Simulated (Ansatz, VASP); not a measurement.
**Two plane-wave programs on Rh**

```
CELL_PARAMETERS angstrom
0.00000 1.90081 1.90081
1.90081 0.00000 1.90081
1.90081 1.90081 0.00000
ATOMIC_POSITIONS crystal
Rh 0.00000 0.00000 0.00000
```

Alike in both runs: task single point; functional r2SCAN; k mesh 4 × 4 × 4; occupations fermi-dirac, width 0.1 eV; no spin polarisation.

```csv
,VASP,Ansatz
version,VASP 6.6.1,Ansatz 0.2.0
potentials or method,"VASP PAW PBE potentials, release 64 (Rh_pv), cutoff 520 eV","plane waves (500 eV) with PAW, scalar-relativistic"
valence electrons in the cell,15,17
```

```tsv
	VASP	Ansatz	Ansatz less VASP
pressure (GPa)	-6.6	-7.8	-1.21
```

VASP's potentials were made for PBE, not for r2SCAN. VASP's potentials hold 15 valence electrons a cell and Ansatz's 17, so a difference there can come from the potentials and not from the codes.

The k mesh is coarse, so the values compare programs but aren't converged.
